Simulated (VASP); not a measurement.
Crystal: Bi2Pd3Br.

```
CELL_PARAMETERS angstrom
4.31959 0.00000 0.00000
0.00000 4.31959 0.00000
0.00000 0.00000 7.97597
ATOMIC_POSITIONS crystal
Bi 0.50000 0.50000 0.75761
Bi 0.50000 0.50000 0.24239
Pd 0.00000 0.00000 0.50000
Pd 0.00000 0.00000 0.23685
Pd 0.00000 0.00000 0.76315
Br 0.00000 0.00000 0.00000
```

The cell was generated, and may not be a known phase.

* Program: VASP 6.6.1
* Task: relaxation of cell and atoms
* Functional: PBE
* Potentials or basis: VASP PAW PBE potentials, release 64 (Bi_d, Pd, Br)
* Cutoff: 600 eV
* k mesh: 4 × 4 × 2
* Occupations: gaussian, width 0.2 eV
* Spin: no spin polarisation

At the start: pressure 32.0 GPa; volume 24.80 Å³/atom.

Problem. How do energy, volume and symmetry change on relaxing?

Solution. Over 36 steps the energy falls by 2015.7 meV/atom and the volume is 24.52 Å³/atom (-1.1 %); space group P4/mmm (No. 123, to 0.1 Å) before and after.

Step by step:
| step | energy change (eV) | largest force (eV/Å) | pressure (GPa) | volume (Å³) |
| --- | --- | --- | --- | --- |
| 1 | 0.0000 | 7.6430 | 31.96 | 148.82 |
| 2 | -5.9738 | 0.2389 | -8.73 | 252.42 |
| 3 | -6.7389 | 0.2272 | -8.42 | 238.98 |
| 4 | -7.2338 | 0.2476 | -8.44 | 229.35 |
| 5 | -8.4609 | 1.6816 | -5.14 | 189.53 |
| 6 | -8.4530 | 1.2447 | -6.49 | 196.22 |
| 7 | -8.4733 | 1.4340 | -5.93 | 193.21 |
| 8 | -9.8852 | 0.6884 | -2.41 | 167.96 |
| 9 | -9.9594 | 0.5528 | -0.48 | 162.38 |
| 10 | -9.9592 | 0.5379 | -0.25 | 161.77 |
| 11 | -10.0234 | 0.5718 | 0.14 | 160.16 |
| 12 | -10.1551 | 0.8391 | 1.67 | 155.30 |
| 13 | -9.7509 | 1.6041 | 7.26 | 145.47 |
| 14 | -10.1424 | 0.8825 | 2.11 | 154.26 |
| 15 | -10.1735 | 0.9174 | 1.91 | 154.52 |
| 16 | -10.2595 | 1.0427 | 1.28 | 155.30 |
| 17 | -10.3998 | 1.2733 | 0.03 | 156.87 |
| 18 | -10.4056 | 2.0047 | -1.10 | 160.02 |
| 19 | -10.4620 | 1.3667 | -0.67 | 158.20 |
| 20 | -10.5523 | 1.3758 | -0.95 | 158.36 |
| 21 | -10.7955 | 1.3412 | -1.74 | 158.80 |
| 22 | -11.0764 | 2.1194 | -2.94 | 159.60 |
| 23 | -11.4863 | 1.5855 | -2.57 | 155.11 |
| 24 | -11.8357 | 0.8555 | -1.02 | 147.98 |
| 25 | -11.8681 | 0.5871 | 0.09 | 144.88 |
| 26 | -11.8684 | 0.6120 | -0.03 | 145.18 |
| 27 | -11.9227 | 0.6033 | 0.21 | 144.77 |
| 28 | -12.0269 | 0.5425 | 1.33 | 143.46 |
| 29 | -11.7680 | 1.4716 | 5.48 | 140.52 |
| 30 | -12.0315 | 0.5640 | 1.65 | 143.12 |
| 31 | -12.0753 | 0.2996 | -0.03 | 146.54 |
| 32 | -12.0789 | 0.2031 | -0.65 | 147.99 |
| 33 | -12.0883 | 0.1431 | -0.29 | 147.44 |
| 34 | -12.0905 | 0.1337 | 0.02 | 147.03 |
| 35 | -12.0924 | 0.1044 | 0.02 | 147.06 |
| 36 | -12.0939 | 0.0511 | 0.01 | 147.11 |

Final structure:
```
Bi Pd Br
1.0
     3.72856    0.00000    0.00000
     0.00000    3.72856    0.00000
     0.00000    0.00000   10.58208
Bi Pd Br
2 3 1
Direct
  0.50000 0.50000 0.65689
  0.50000 0.50000 0.34311
  0.00000 0.00000 0.50000
  0.00000 0.00000 0.23513
  0.00000 0.00000 0.76487
  0.00000 0.00000 0.00000
```

Caveat: the k points lie up to 0.42 Å⁻¹ apart in the final cell, too coarse for converged energies and pressures of a metal; a cell axis changed by over 15 % at a fixed basis, so the end point is rough; an odd number of electrons without spin polarisation forces a metal; a magnetic or distorted state may lie lower; the relaxation stopped at a loose force limit of 0.08 eV/Å, so its end isn't a converged minimum.
